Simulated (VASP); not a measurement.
PbSe (Clausthalite), 2 atoms in the cell. Symmetry: Fm-3m, No. 225, cubic system. Conventional cell: a = 6.300 Å, b = 6.300 Å, c = 6.300 Å, α = 90.00°, β = 90.00°, γ = 90.00°. Pb (site symmetry m-3m) has 6 Se at 3.15 Å within 4.1 Å. Within 4.1 Å of Se (site symmetry m-3m) lie 6 Pb at 3.15 Å. 

| Property | Result |
| --- | --- |
| Program | VASP 6.6.1 |
| Task | relaxation of the atoms |
| Functional | r2SCAN |
| Potentials or basis | VASP PAW PBE potentials, release 64 (Pb_d, Se) |
| Cutoff | 520 eV |
| k mesh | 8 × 8 × 8 |
| Occupations | fermi-dirac, width 0.02 eV |
| Spin | no spin polarisation |
| Dipole correction | no |
| Further INCAR settings | ALGO = Normal; EDIFF = 1e-07; IBRION = 2; EDIFFG = -0.01; NSW = 50 |

Potentials or basis: VASP PAW PBE potentials, release 64 (Pb_d, Se).

Launch:

```sh
$ cat potpaw_PBE.64/Pb_d/POTCAR potpaw_PBE.64/Se/POTCAR > POTCAR
$ cp INCAR.step1 INCAR
$ mpirun -np 1 vasp_std > vasp.out
$ cp INCAR.step2 INCAR
$ mpirun -np 1 vasp_std > vasp.out
```

Hardware: 1 thread of Intel(R) Xeon(R) Platinum 8488C (Sapphire Rapids), on a shared host.

Question: How long does it take, and how much memory?

Answer: Run time: 2.7 min on 1 thread of Intel(R) Xeon(R) Platinum 8488C (Sapphire Rapids) (shared host), peak memory 0.22 GiB. Counts: k points 29, ion steps 1.
